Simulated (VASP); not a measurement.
# ZnCd2SeS2 (Imm2) in VASP: a series of runs

The runs below take ZnCd2SeS2 through single point, with PBE.

All numbers are computed with VASP 6.6.1; they aren't measurements. Logs are shortened: lines on timing, memory, paths and dates and some standing lists are left out, and cuts for length are marked.

## 1. The cell of the first run

It takes space group Imm2 (No. 44, orthorhombic). Conventional cell: a = 4.138 Å, b = 12.356 Å, c = 5.889 Å, α = 90.00°, β = 90.00°, γ = 90.00°. Zn (site symmetry mm2) has 2 S at 2.36 Å and 2 Se at 2.50 Å within 3.1 Å. Cd (site symmetry m) has 3 S at 2.56 to 2.57 Å and 1 Se at 2.67 Å within 3.4 Å. Se (site symmetry mm2) has 2 Zn at 2.50 Å and 2 Cd at 2.67 Å within 3.3 Å. S (site symmetry m) has 1 Zn at 2.36 Å and 3 Cd at 2.56 to 2.57 Å within 3.1 Å.

## 2. Single point, PBE

INCAR

```
PREC     = Accurate       # precision mode
ENCUT    = 500            # plane-wave cutoff, eV
EDIFF    = 1E-6           # SCF threshold, eV
ISMEAR   = 0              # smearing method
SIGMA    = 0.01           # smearing width, eV
LREAL    = F              # projectors in reciprocal space
LASPH    = T              # aspherical terms in the spheres
NELM     = 120            # most SCF steps
ALGO     = Normal         # electronic algorithm
ISIF     = 2              # what is computed and relaxed
LWAVE    = F              # write WAVECAR
LCHARG   = F              # write CHGCAR
GGA      = PE             # functional
NBANDS   = 36             # bands
GGA_COMPAT= F
```

KPOINTS

```
Automatic mesh
0
Gamma
  8 8 8
```

POSCAR

```
ZnCd2SeS2
1.0
   -2.0689232508      6.1780964343      2.9445637547
    2.0689232508     -6.1780964343      2.9445637547
    2.0689232508      6.1780964343     -2.9445637547
Zn Cd Se S
1 2 1 2
Direct
    0.9843163647      0.9843163647      0.0000000000
    0.3392515192      0.0075079758      0.3317435434
    0.6757644324      0.0075079758      0.6682564566
    0.2225499000      0.7225499000      0.5000000000
    0.6047996043      0.7640588919      0.8407407124
    0.9233181795      0.7640588919      0.1592592876
```

Potentials or basis: VASP PAW PBE potentials, release 64 (Zn, Cd, Se, S).

The run is started by

```bash
cat potpaw_PBE.64/Zn/POTCAR potpaw_PBE.64/Cd/POTCAR potpaw_PBE.64/Se/POTCAR potpaw_PBE.64/S/POTCAR > POTCAR
mpirun -np 1 vasp_std > vasp.out
```

OUTCAR:

```text
PREC = Accurate
   ENCUT = 500
   EDIFF = 1E-6
   ISMEAR = 0
   LREAL = F
   LASPH = T
   NELM = 120
   ISIF = 2
   GGA = PE

 ion  position               nearest neighbor table
   1  0.984  0.984  0.000-   6 2.36   5 2.36   4 2.50   4 2.50
   2  0.339  0.008  0.332-   5 2.56   5 2.56   6 2.57   4 2.67
   3  0.676  0.008  0.668-   6 2.56   6 2.56   5 2.57   4 2.67
   4  0.223  0.723  0.500-   1 2.50   1 2.50   3 2.67   2 2.67
   5  0.605  0.764  0.841-   1 2.36   2 2.56   2 2.56   3 2.57
   6  0.923  0.764  0.159-   1 2.36   3 2.56   3 2.56   2 2.57

  LATTYP: Found a body centered orthorhombic cell.
 ALAT       =     4.1378465016
 B/A-ratio  =     1.4232348897
 C/A-ratio  =     2.9861409465

  Lattice vectors:

 A1 = (  -2.0689232508,   6.1780964343,  -2.9445637547)
 A2 = (   2.0689232508,   6.1780964343,   2.9445637547)
 A3 = (   2.0689232508,  -6.1780964343,  -2.9445637547)

Analysis of symmetry for initial positions (statically):
=====================================================================
 Subroutine PRICEL returns:
 Original cell was already a primitive cell.

 Routine SETGRP: Setting up the symmetry group for a
 body centered orthorhombic supercell.

 Subroutine GETGRP returns: Found  4 space group operations
 (whereof  4 operations were pure point group operations)
 out of a pool of  8 trial point group operations.

The static configuration has the point symmetry C_2v.

Analysis of symmetry for dynamics (positions and initial velocities):
=====================================================================
 Subroutine PRICEL returns:
 Original cell was already a primitive cell.

 Routine SETGRP: Setting up the symmetry group for a
 body centered orthorhombic supercell.

 Subroutine GETGRP returns: Found  4 space group operations
 (whereof  4 operations were pure point group operations)
 out of a pool of  8 trial point group operations.

The dynamic configuration has the point symmetry C_2v.

 Subroutine INISYM returns: Found  4 space group operations
 (whereof  4 operations are pure point group operations),
 and found     1 'primitive' translations

----------------------------------------------------------------------------------------

                                     Primitive cell

  volume of cell :     150.5497

  direct lattice vectors                    reciprocal lattice vectors
    -2.068923251  6.178096434  2.944563755     0.000000000  0.080931077  0.169804440
     2.068923251 -6.178096434  2.944563755     0.241671604  0.000000000  0.169804440
     2.068923251  6.178096434 -2.944563755     0.241671604  0.080931077  0.000000000

  length of vectors
     7.149809415  7.149809415  7.149809415     0.188104724  0.295362002  0.254862715

  position of ions in fractional coordinates (direct lattice)
     0.984316365  0.984316365  0.000000000
     0.339251519  0.007507976  0.331743543
     0.675764432  0.007507976  0.668256457
     0.222549900  0.722549900  0.500000000
     0.604799604  0.764058892  0.840740712
     0.923318180  0.764058892  0.159259288

  ion indices of the primitive-cell ions
   primitive index   ion index
                 1           1
                 2           2
                 3           3
                 4           4
                 5           5
                 6           6

----------------------------------------------------------------------------------------

 KPOINTS: Automatic mesh

Automatic generation of k-mesh.
 Grid dimensions read from file:
 generate k-points for:    8    8    8

 Generating k-lattice:

  Cartesian coordinates                     Fractional coordinates (reciprocal lattice)
     0.000000000  0.010116385  0.021225555     0.125000000 -0.000000000  0.000000000
     0.030208950  0.000000000  0.021225555    -0.000000000  0.125000000  0.000000000
     0.030208950  0.010116385  0.000000000     0.000000000  0.000000000  0.125000000

  Length of vectors
     0.023513090  0.036920250  0.031857839

  Shift w.r.t. Gamma in fractional coordinates (k-lattice)
     0.000000000  0.000000000  0.000000000

 Subroutine IBZKPT returns following result:
 ===========================================

 Found     95 irreducible k-points:

 Following reciprocal coordinates:
            Coordinates               Weight
  0.000000  0.000000  0.000000      1.000000
  0.125000  0.000000 -0.000000      4.000000
  0.250000  0.000000 -0.000000      4.000000
  0.375000  0.000000 -0.000000      4.000000
  0.500000  0.000000 -0.000000      2.000000
 -0.000000  0.125000  0.000000      4.000000
[... 16 lines left out ...]
  0.125000  0.375000 -0.000000      8.000000
  0.250000  0.375000  0.000000      8.000000
 [... further k-points ...]
   k-points           NKPTS =     95   k-points in BZ     NKDIM =     95   number of bands    NBANDS=     36
   number of dos      NEDOS =    301   number of ions     NIONS =      6
   total plane-waves  NPLWV = 157464
   dimension x,y,z NGX =    54 NGY =   54 NGZ =   54
   dimension x,y,z NGXF=   108 NGYF=  108 NGZF=  108
   ions per type =               1   2   1   2
   NGX,Y,Z   is equivalent  to a cutoff of  12.56, 12.56, 12.56 a.u.
   NGXF,Y,Z  is equivalent  to a cutoff of  25.11, 25.11, 25.11 a.u.
 SYSTEM =  unknown system
   PREC   = accura    normal or accurate (medium, high low for compatibility)
   ISTART =      0    job   : 0-new  1-cont  2-samecut
   ICHARG =      2    charge: 1-file 2-atom 10-const
   ISPIN  =      1    spin polarized calculation?
   LNONCOLLINEAR =      F non collinear calculations
   LSORBIT =      F    spin-orbit coupling
   LASPH  =      T    aspherical Exc in radial PAW
   ENCUT  =  500.0 eV  36.75 Ry    6.06 a.u.  13.04 13.04 13.04*2*pi/ulx,y,z
   NELM   =    120;   NELMIN=  2; NELMDL= -5     # of ELM steps
   EDIFF  = 0.1E-05   stopping-criterion for ELM
   LREAL  =      F    real-space projection
   EDIFFG = 0.1E-04   stopping-criterion for IOM
   NSW    =      0    number of steps for IOM
   IBRION =     -1    ionic relax: 0-MD 1-quasi-New 2-CG
   NFREE  =      0    steps in history (QN), initial steepest desc. (CG)
   ISIF   =      2    stress and relaxation
   ISYM   =      2    0-nonsym 1-usesym 2-fastsym
   POTIM  = 0.5000    time-step for ionic-motion
   TEBEG  =    0.0;   TEEND  =   0.0 temperature during run
   PSTRESS=    0.0 pullay stress
   NELECT =      54.0000    total number of electrons
   NUPDOWN=      -1.0000    fix difference up-down
   EMIN   =  10.00;   EMAX   =-10.00  energy-range for DOS
   EFERMI =   0.00;   METHOD = LEGACY
   ISMEAR =     0;   SIGMA  =   0.01  broadening in eV -4-tet -1-fermi 0-gaus
   EFERMI_NEDOS =   21; number of points for ismear=-14 and -15
   IALGO  =     38    algorithm
   IMIX   =      4    mixing-type and parameters
     AMIX     =   0.40;   BMIX     =  1.00
     AMIX_MAG =   1.60;   BMIX_MAG =  1.00
  volume/ion in A,a.u.               =      25.09       169.33
  Fermi-wavevector in a.u.,A,eV,Ry     =   1.163178  2.198087 18.408444  1.352982
  Thomas-Fermi vector in A             =   2.299730
   LORBIT       =      0    0 simple, 1 ext, 2 COOP (PROOUT), +10 PAW based schemes
   GGA     = PE    functional components
   LHFCALC =     F    Hartree Fock is set to
   AEXX    =    0.0000 exact exchange contribution
   IVDW    =     0    specifies the selected vdW correction
   LEPSILON=     F    determine dielectric tensor
   LRPA    =     F    only Hartree local field effects (RPA)
 non-spin polarized calculation
 Gauss-broadening in eV      SIGMA  =   0.01
  energy-cutoff  :      500.00
  volume of cell :      150.55
 maximum number of plane-waves:      3854
 NGX is ok and might be reduce to    54
   NGX = 27   NGY = 27   NGZ = 27

 number of electron      53.9999998 magnetization

 Free energy of the ion-electron system (eV)
  ---------------------------------------------------
  ext. energy  EPLUGINS =         0.00000000
  ---------------------------------------------------
  free energy    TOTEN  =       -18.38861146 eV

  energy without entropy =      -18.38861146  energy(sigma->0) =      -18.38861146

 E-fermi :   1.2044     XC(G=0):  -9.0296

 val. band max:        1.1108022328   @ k =   0.0000   0.0000   0.0000
 cond. band min:       2.1403232928   @ k =   0.0000   0.0000   0.0000
 fundamental gap:      1.0295210600
 Fermi energy:         1.2044470676

 k-point     1 :       0.0000    0.0000    0.0000
  band No.  band energies     occupation
      1     -11.3610      2.00000
      2     -10.7247      2.00000
      3     -10.6888      2.00000
      4      -6.5897      2.00000
      5      -6.5524      2.00000
      6      -6.5503      2.00000
[... 28 lines left out ...]
     35       7.4239      0.00000
     36       8.9941      0.00000

 k-point     2 :       0.1250    0.0000   -0.0000
  band No.  band energies     occupation
      1     -11.3337      2.00000
      2     -10.7427      2.00000
      3     -10.6991      2.00000
      4      -6.5850      2.00000
      5      -6.5552      2.00000
      6      -6.5427      2.00000
[... 28 lines left out ...]
     35       7.5316      0.00000
     36       8.7875      0.00000

 k-point     3 :       0.2500    0.0000   -0.0000
  band No.  band energies     occupation
      1     -11.2581      2.00000
      2     -10.7817      2.00000
      3     -10.7380      2.00000
      4      -6.5711      2.00000
      5      -6.5506      2.00000
      6      -6.5276      2.00000
[... 28 lines left out ...]
     35       7.8815      0.00000
     36       8.4846      0.00000

 k-point     4 :       0.3750    0.0000   -0.0000
  band No.  band energies     occupation
      1     -11.1562      2.00000
      2     -10.8355      2.00000
      3     -10.7883      2.00000
      4      -6.5490      2.00000
      5      -6.5386      2.00000
      6      -6.4982      2.00000
[... 28 lines left out ...]
     35       8.0102      0.00000
     36       8.3309      0.00000

 k-point     5 :       0.5000    0.0000   -0.0000
  band No.  band energies     occupation
      1     -11.0922      2.00000
      2     -10.8831      2.00000
      3     -10.8056      2.00000
      4      -6.5330      2.00000
      5      -6.5224      2.00000
      6      -6.5167      2.00000
[... 655 lines left out ...]
 k-point    22 :       0.0000    0.3750    0.0000
  band No.  band energies     occupation
      1     -10.9410      2.00000
      2     -10.7154      2.00000
      3     -10.7075      2.00000
      4      -6.5038      2.00000
      5      -6.4837      2.00000
      6      -6.4115      2.00000
[... 28 lines left out ...]
     35       8.3179      0.00000
     36       8.8258      0.00000

 k-point    23 :       0.1250    0.3750   -0.0000
  band No.  band energies     occupation
      1     -10.9000      2.00000
      2     -10.7467      2.00000
      3     -10.7164      2.00000
      4      -6.5044      2.00000
      5      -6.4888      2.00000
      6      -6.4061      2.00000
[... 28 lines left out ...]
     35       8.0402      0.00000
     36       8.1935      0.00000

 k-point    24 :       0.2500    0.3750    0.0000
  band No.  band energies     occupation
      1     -10.8812      2.00000
      2     -10.7692      2.00000
      3     -10.7140      2.00000
      4      -6.4934      2.00000
      5      -6.4859      2.00000
      6      -6.4077      2.00000
[... 28 lines left out ...]
     35       7.9578      0.00000
     36       8.3413      0.00000

 [... further k-points ...]

------------------------ aborting loop because EDIFF is reached ----------------------------------------

  FORCE on cell =-STRESS in cart. coord.  units (eV):
  Direction    XX          YY          ZZ          XY          YZ          ZX
  --------------------------------------------------------------------------------------
  -------------------------------------------------------------------------------------
  Total        0.2313217      0.2180010      0.2296387      0.0000000      0.0000000      0.0000000
  in kB        2.4617667      2.3200062      2.4438560      0.0000000      0.0000000      0.0000000
  external PRESSURE =       2.4085430 kB  Pullay stress =       0.0000000 kB

 VOLUME and BASIS-vectors are now :
 -----------------------------------------------------------------------------
  energy-cutoff  :      500.00
  volume of cell :      150.55
      direct lattice vectors                 reciprocal lattice vectors
    -2.068923251  6.178096434  2.944563755     0.000000000  0.080931077  0.169804440
     2.068923251 -6.178096434  2.944563755     0.241671604  0.000000000  0.169804440
     2.068923251  6.178096434 -2.944563755     0.241671604  0.080931077  0.000000000

 POSITION                                       TOTAL-FORCE (eV/Angst)
 -----------------------------------------------------------------------------------
      0.00000      0.00000      5.79676        -0.000000     -0.000000     -0.001791
      0.00000      4.09909      0.04422        -0.000000      0.001676     -0.002638
      0.00000      8.25711      0.04422        -0.000000     -0.001676     -0.002638
      2.06892     -0.00000      1.31062        -0.000000     -0.000000     -0.014213
      2.06892      4.21026      1.55508         0.000000      0.013875      0.010640
      0.00000      1.96784      4.49964        -0.000000     -0.013875      0.010640
 -----------------------------------------------------------------------------------
    total drift:                                0.000001      0.000002     -0.000890

  FREE ENERGIE OF THE ION-ELECTRON SYSTEM (eV)
  ---------------------------------------------------
  free  energy   TOTEN  =       -18.3886114604 eV

  energy  without entropy=      -18.3886114604  energy(sigma->0) =      -18.38861146
```

It took 6.7 min on 1 thread of Intel Xeon 6975P-C (Granite Rapids), shared host; peak memory 0.72 GiB.

What came out:

```
Free energy            : -18.3886 eV
Pressure               : 0.2 GPa
Largest force          : 0.017 eV/Å
Band gap on the k mesh : 1.03 eV
```

Forces in eV/Å, atoms in the order of the input:
```
Zn   0.000  0.000 -0.002
Cd   0.000  0.002 -0.003
Cd   0.000 -0.002 -0.003
Se   0.000  0.000 -0.014
S    0.000  0.014  0.011
S    0.000 -0.014  0.011
```

A k mesh can miss the band edges.

## 3. Single point, PBE

INCAR

```
  PREC = Accurate
  ENCUT = 500
  EDIFF = 1E-6
  ISMEAR = 0
  SIGMA = 0.02
  LREAL = False
  LASPH = True
  NELM = 120
  ALGO = Normal
  ISIF = 2
  LWAVE = False
  LCHARG = True
  GGA = PE
  LELF = True
  LVHAR = True
  NBANDS = 36
  GGA_COMPAT = False
```

KPOINTS is that of step 2.

POSCAR

```
ZnCd2SeS2
1.0
   -2.0688452923      6.1794907991      2.9441150109
    2.0688452923     -6.1794907991      2.9441150109
    2.0688452923      6.1794907991     -2.9441150109
Zn Cd Se S
1 2 1 2
Direct
    0.9843116384      0.9843116384      0.0000000000
    0.3392850913      0.0075125185      0.3317725729
    0.6757399456      0.0075125185      0.6682274271
    0.2224765995      0.7224765995      0.5000000000
    0.6047747474      0.7640933626      0.8406813848
    0.9234119778      0.7640933626      0.1593186152
```

Potentials or basis: VASP PAW PBE potentials, release 64 (Zn, Cd, Se, S).

The run is started by

```bash
cat potpaw_PBE.64/Zn/POTCAR potpaw_PBE.64/Cd/POTCAR potpaw_PBE.64/Se/POTCAR potpaw_PBE.64/S/POTCAR > POTCAR
mpirun -np 1 vasp_std > vasp.out
```

Run time: 7.8 min. Hardware: 1 thread of Intel Xeon 6975P-C (Granite Rapids), shared host; peak memory 0.72 GiB.

It converged, with:

* Free energy: -18.3886 eV
* Pressure: 0.2 GPa
* Largest force: 0.023 eV/Å
* Band gap on the k mesh: 1.03 eV

Forces on the atoms (eV/Å):
```
Zn   0.000  0.000 -0.006
Cd   0.000  0.002 -0.003
Cd   0.000 -0.002 -0.003
Se   0.000  0.000 -0.011
S    0.000  0.020  0.011
S    0.000 -0.020  0.011
```

Levels at points of the mesh, in eV from the valence-band top:
| k point | band 25 | band 26 | band 27 | band 28 | band 29 | band 30 |
| --- | --- | --- | --- | --- | --- | --- |
| (0.00, 0.00, 0.00) | -0.06 | -0.04 | 0.00 | 1.03 | 3.99 | 4.37 |
| (0.50, 0.00, 0.00) | -0.90 | -0.68 | -0.67 | 2.71 | 3.52 | 3.65 |
| (0.00, 0.50, 0.00) | -1.43 | -0.73 | -0.72 | 2.77 | 4.61 | 4.69 |
| (0.50, 0.50, 0.00) | -1.93 | -1.32 | -1.07 | 3.39 | 3.82 | 4.39 |
| (0.50, 0.50, 0.50) | -0.95 | -0.45 | -0.24 | 3.11 | 3.30 | 3.53 |
